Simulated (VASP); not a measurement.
# ZnSe (Stilleite) (F-43m) in VASP: single point with PBEsol

Aim: the single point of ZnSe (Stilleite) with PBEsol.

All numbers are computed with VASP 6.6.1; they aren't measurements. Logs are shortened: lines on timing, memory, paths and dates and some standing lists are left out, and cuts for length are marked.

## Step 1: The cell of the first run

Symmetry: F-43m, No. 216, cubic system. Conventional cell: a = 5.668 Å, b = 5.668 Å, c = 5.668 Å, α = 90.00°, β = 90.00°, γ = 90.00°. Zn (site symmetry -43m) has 4 Se at 2.45 Å within 3.2 Å. Se (site symmetry -43m) has 4 Zn at 2.45 Å within 3.2 Å.

## Step 2: Single point, PBEsol

INCAR reads:

```
SYSTEM = ZnSe
ALGO     = Normal         ! electronic algorithm
EDIFF    = 1E-7           ! SCF threshold, eV
ENCUT    = 520            ! plane-wave cutoff, eV
GGA      = PS             ! functional
ISIF     = 2              ! what is computed and relaxed
ISMEAR   = 0              ! smearing method
LASPH    = .TRUE.         ! aspherical terms in the spheres
LCHARG   = .FALSE.        ! write CHGCAR
LREAL    = .FALSE.        ! projectors in reciprocal space
LWAVE    = .FALSE.        ! write WAVECAR
NBANDS   = 16             ! bands
NELM     = 100            ! most SCF steps
PREC     = Accurate       ! precision mode
SIGMA    = 0.01           ! smearing width, eV
```

KPOINTS reads:

```
k-points
0
G
  4 4 4
  0 0 0
```

POSCAR reads:

```
ZnSe
1.0
    0.0000000000      2.8338000000      2.8338000000
    2.8338000000      0.0000000000      2.8338000000
    2.8338000000      2.8338000000      0.0000000000
Zn Se
1 1
Direct
    0.0000000000      0.0000000000      0.0000000000
    0.2500000000      0.2500000000      0.2500000000
```

Potentials or basis: VASP PAW PBE potentials, release 64 (Zn, Se).

The run is started by

```console
> cat potpaw_PBE.64/Zn/POTCAR potpaw_PBE.64/Se/POTCAR > POTCAR
> mpirun -np 1 vasp_std > vasp.out
```

OUTCAR:

```text
SYSTEM = ZnSe
   EDIFF = 1E-7
   ENCUT = 520
   GGA = PS
   ISIF = 2
   ISMEAR = 0
   LASPH = .TRUE.
   LREAL = .FALSE.
   NELM = 100
   PREC = Accurate

 ion  position               nearest neighbor table
   1  0.000  0.000  0.000-   2 2.45   2 2.45   2 2.45   2 2.45
   2  0.250  0.250  0.250-   1 2.45   1 2.45   1 2.45   1 2.45

  LATTYP: Found a face centered cubic cell.
 ALAT       =     5.6676000000

  Lattice vectors:

 A1 = (   0.0000000000,   2.8338000000,   2.8338000000)
 A2 = (   2.8338000000,   0.0000000000,   2.8338000000)
 A3 = (   2.8338000000,   2.8338000000,   0.0000000000)

Analysis of symmetry for initial positions (statically):
=====================================================================
 Subroutine PRICEL returns:
 Original cell was already a primitive cell.

 Routine SETGRP: Setting up the symmetry group for a
 face centered cubic supercell.

 Subroutine GETGRP returns: Found 24 space group operations
 (whereof 24 operations were pure point group operations)
 out of a pool of 48 trial point group operations.

The static configuration has the point symmetry T_d .

Analysis of symmetry for dynamics (positions and initial velocities):
=====================================================================
 Subroutine PRICEL returns:
 Original cell was already a primitive cell.

 Routine SETGRP: Setting up the symmetry group for a
 face centered cubic supercell.

 Subroutine GETGRP returns: Found 24 space group operations
 (whereof 24 operations were pure point group operations)
 out of a pool of 48 trial point group operations.

The dynamic configuration has the point symmetry T_d .

 Subroutine INISYM returns: Found 24 space group operations
 (whereof 24 operations are pure point group operations),
 and found     1 'primitive' translations

----------------------------------------------------------------------------------------

                                     Primitive cell

  volume of cell :      45.5132

  direct lattice vectors                    reciprocal lattice vectors
     0.000000000  2.833800000  2.833800000    -0.176441527  0.176441527  0.176441527
     2.833800000  0.000000000  2.833800000     0.176441527 -0.176441527  0.176441527
     2.833800000  2.833800000  0.000000000     0.176441527  0.176441527 -0.176441527

  length of vectors
     4.007598393  4.007598393  4.007598393     0.305605690  0.305605690  0.305605690

  position of ions in fractional coordinates (direct lattice)
     0.000000000  0.000000000  0.000000000
     0.250000000  0.250000000  0.250000000

  ion indices of the primitive-cell ions
   primitive index   ion index
                 1           1
                 2           2

----------------------------------------------------------------------------------------

 KPOINTS: k-points

Automatic generation of k-mesh.
 Grid dimensions read from file:
 generate k-points for:    4    4    4

 Generating k-lattice:

  Cartesian coordinates                     Fractional coordinates (reciprocal lattice)
    -0.044110382  0.044110382  0.044110382     0.250000000  0.000000000  0.000000000
     0.044110382 -0.044110382  0.044110382     0.000000000  0.250000000  0.000000000
     0.044110382  0.044110382 -0.044110382     0.000000000  0.000000000  0.250000000

  Length of vectors
     0.076401422  0.076401422  0.076401422

  Shift w.r.t. Gamma in fractional coordinates (k-lattice)
     0.000000000  0.000000000  0.000000000

 Subroutine IBZKPT returns following result:
 ===========================================

 Found      8 irreducible k-points:

 Following reciprocal coordinates:
            Coordinates               Weight
  0.000000  0.000000  0.000000      1.000000
  0.250000  0.000000  0.000000      8.000000
  0.500000  0.000000  0.000000      4.000000
  0.250000  0.250000  0.000000      6.000000
  0.500000  0.250000  0.000000     24.000000
 -0.250000  0.250000  0.000000     12.000000
  0.500000  0.500000  0.000000      3.000000
 -0.250000  0.500000  0.250000      6.000000
   k-points           NKPTS =      8   k-points in BZ     NKDIM =      8   number of bands    NBANDS=     16
   number of dos      NEDOS =    301   number of ions     NIONS =      2
   total plane-waves  NPLWV =  27000
   dimension x,y,z NGX =    30 NGY =   30 NGZ =   30
   dimension x,y,z NGXF=    60 NGYF=   60 NGZF=   60
   ions per type =               1   1
   NGX,Y,Z   is equivalent  to a cutoff of  12.44, 12.44, 12.44 a.u.
   NGXF,Y,Z  is equivalent  to a cutoff of  24.89, 24.89, 24.89 a.u.
 SYSTEM =  ZnSe
   PREC   = accura    normal or accurate (medium, high low for compatibility)
   ISTART =      0    job   : 0-new  1-cont  2-samecut
   ICHARG =      2    charge: 1-file 2-atom 10-const
   ISPIN  =      1    spin polarized calculation?
   LNONCOLLINEAR =      F non collinear calculations
   LSORBIT =      F    spin-orbit coupling
   LASPH  =      T    aspherical Exc in radial PAW
   ENCUT  =  520.0 eV  38.22 Ry    6.18 a.u.   7.45  7.45  7.45*2*pi/ulx,y,z
   NELM   =    100;   NELMIN=  2; NELMDL= -5     # of ELM steps
   EDIFF  = 0.1E-06   stopping-criterion for ELM
   LREAL  =      F    real-space projection
   EDIFFG = 0.1E-05   stopping-criterion for IOM
   NSW    =      0    number of steps for IOM
   IBRION =     -1    ionic relax: 0-MD 1-quasi-New 2-CG
   NFREE  =      0    steps in history (QN), initial steepest desc. (CG)
   ISIF   =      2    stress and relaxation
   ISYM   =      2    0-nonsym 1-usesym 2-fastsym
   POTIM  = 0.5000    time-step for ionic-motion
   TEBEG  =    0.0;   TEEND  =   0.0 temperature during run
   PSTRESS=    0.0 pullay stress
   NELECT =      18.0000    total number of electrons
   NUPDOWN=      -1.0000    fix difference up-down
   EMIN   =  10.00;   EMAX   =-10.00  energy-range for DOS
   EFERMI =   0.00;   METHOD = LEGACY
   ISMEAR =     0;   SIGMA  =   0.01  broadening in eV -4-tet -1-fermi 0-gaus
   EFERMI_NEDOS =   21; number of points for ismear=-14 and -15
   IALGO  =     38    algorithm
   IMIX   =      4    mixing-type and parameters
     AMIX     =   0.40;   BMIX     =  1.00
     AMIX_MAG =   1.60;   BMIX_MAG =  1.00
  volume/ion in A,a.u.               =      22.76       153.57
  Fermi-wavevector in a.u.,A,eV,Ry     =   1.201673  2.270834 19.647073  1.444019
  Thomas-Fermi vector in A             =   2.337476
   LORBIT       =      0    0 simple, 1 ext, 2 COOP (PROOUT), +10 PAW based schemes
   GGA     = PS    functional components
   LHFCALC =     F    Hartree Fock is set to
   AEXX    =    0.0000 exact exchange contribution
   IVDW    =     0    specifies the selected vdW correction
   LEPSILON=     F    determine dielectric tensor
   LRPA    =     F    only Hartree local field effects (RPA)
 non-spin polarized calculation
 Gauss-broadening in eV      SIGMA  =   0.01
  energy-cutoff  :      520.00
  volume of cell :       45.51
 maximum number of plane-waves:      1243
 NGX is ok and might be reduce to    30
   NGX = 15   NGY = 15   NGZ = 15

 number of electron      18.0000012 magnetization

 Free energy of the ion-electron system (eV)
  ---------------------------------------------------
  ext. energy  EPLUGINS =         0.00000000
  ---------------------------------------------------
  free energy    TOTEN  =        -6.70009447 eV

  energy without entropy =       -6.70009447  energy(sigma->0) =       -6.70009447

 E-fermi :   1.5777     XC(G=0):  -9.5127

 val. band max:        1.5211481439   @ k =   0.0000   0.0000   0.0000
 cond. band min:       2.6767046436   @ k =   0.0000   0.0000   0.0000
 fundamental gap:      1.1555564996
 Fermi energy:         1.5777009977

 k-point     1 :       0.0000    0.0000    0.0000
  band No.  band energies     occupation
      1     -11.7605      2.00000
      2      -5.0658      2.00000
      3      -5.0658      2.00000
      4      -5.0658      2.00000
      5      -4.6975      2.00000
      6      -4.6975      2.00000
[... 8 lines left out ...]
     15      12.9298      0.00000
     16      12.9298      0.00000

 k-point     2 :       0.2500    0.0000    0.0000
  band No.  band energies     occupation
      1     -11.3933      2.00000
      2      -5.0151      2.00000
      3      -5.0151      2.00000
      4      -5.0072      2.00000
      5      -4.6975      2.00000
      6      -4.6975      2.00000
[... 8 lines left out ...]
     15      11.8637      0.00000
     16      12.0271      0.00000

 k-point     3 :       0.5000    0.0000    0.0000
  band No.  band energies     occupation
      1     -10.9588      2.00000
      2      -4.9786      2.00000
      3      -4.9786      2.00000
      4      -4.6789      2.00000
      5      -4.6789      2.00000
      6      -4.5378      2.00000
[... 8 lines left out ...]
     15      14.5508      0.00000
     16      14.5508      0.00000

 k-point     4 :       0.2500    0.2500    0.0000
  band No.  band energies     occupation
      1     -11.2700      2.00000
      2      -5.0805      2.00000
      3      -4.9550      2.00000
      4      -4.9550      2.00000
      5      -4.7238      2.00000
      6      -4.6732      2.00000
[... 8 lines left out ...]
     15      13.8018      0.00000
     16      15.1294      0.00000

 k-point     5 :       0.5000    0.2500    0.0000
  band No.  band energies     occupation
      1     -10.8320      2.00000
      2      -4.9850      2.00000
      3      -4.8964      2.00000
      4      -4.8004      2.00000
      5      -4.6701      2.00000
      6      -4.5558      2.00000
[... 8 lines left out ...]
     15      14.7284      0.00000
     16      15.5064      0.00000

 k-point     6 :      -0.2500    0.2500    0.0000
  band No.  band energies     occupation
      1     -10.9790      2.00000
      2      -4.9680      2.00000
      3      -4.9486      2.00000
      4      -4.8157      2.00000
      5      -4.7097      2.00000
      6      -4.6476      2.00000
[... 8 lines left out ...]
     15      13.3758      0.00000
     16      15.4972      0.00000

 k-point     7 :       0.5000    0.5000    0.0000
  band No.  band energies     occupation
      1     -10.6867      2.00000
      2      -5.0417      2.00000
      3      -4.8126      2.00000
      4      -4.8126      2.00000
      5      -4.6488      2.00000
      6      -4.5184      2.00000
[... 8 lines left out ...]
     15      15.4375      0.00000
     16      15.8787      0.00000

 k-point     8 :      -0.2500    0.5000    0.2500
  band No.  band energies     occupation
      1     -10.6815      2.00000
      2      -4.9513      2.00000
      3      -4.8596      2.00000
      4      -4.7307      2.00000
      5      -4.7272      2.00000
      6      -4.3939      2.00000
[... 8 lines left out ...]
     15      15.2402      0.00000
     16      15.4705      0.00000

------------------------ aborting loop because EDIFF is reached ----------------------------------------

  FORCE on cell =-STRESS in cart. coord.  units (eV):
  Direction    XX          YY          ZZ          XY          YZ          ZX
  --------------------------------------------------------------------------------------
  -------------------------------------------------------------------------------------
  Total       -0.1476603     -0.1476603     -0.1476603     -0.0000000      0.0000000     -0.0000000
  in kB       -5.1980045     -5.1980045     -5.1980045     -0.0000000      0.0000000     -0.0000000
  external PRESSURE =      -5.1980045 kB  Pullay stress =       0.0000000 kB

 VOLUME and BASIS-vectors are now :
 -----------------------------------------------------------------------------
  energy-cutoff  :      520.00
  volume of cell :       45.51
      direct lattice vectors                 reciprocal lattice vectors
     0.000000000  2.833800000  2.833800000    -0.176441527  0.176441527  0.176441527
     2.833800000  0.000000000  2.833800000     0.176441527 -0.176441527  0.176441527
     2.833800000  2.833800000  0.000000000     0.176441527  0.176441527 -0.176441527

 POSITION                                       TOTAL-FORCE (eV/Angst)
 -----------------------------------------------------------------------------------
      0.00000      0.00000      0.00000         0.000000      0.000000      0.000000
      1.41690      1.41690      1.41690        -0.000000     -0.000000     -0.000000
 -----------------------------------------------------------------------------------
    total drift:                                0.000000      0.000000     -0.000000

  FREE ENERGIE OF THE ION-ELECTRON SYSTEM (eV)
  ---------------------------------------------------
  free  energy   TOTEN  =        -6.7000944694 eV

  energy  without entropy=       -6.7000944694  energy(sigma->0) =       -6.70009447
```

Wall time 22 s (1 thread of AMD EPYC 7R13, shared host); peak memory 0.13 GiB.

What came out:

* Free energy: -6.7001 eV
* Pressure: -0.5 GPa
* Band gap on the k mesh: 1.16 eV, direct

Caveat: the k points lie up to 0.48 Å⁻¹ apart; the PAW data sets were made with another functional, which shifts forces and pressure a little. As with any semilocal functional, this PBEsol gap is likely too small.
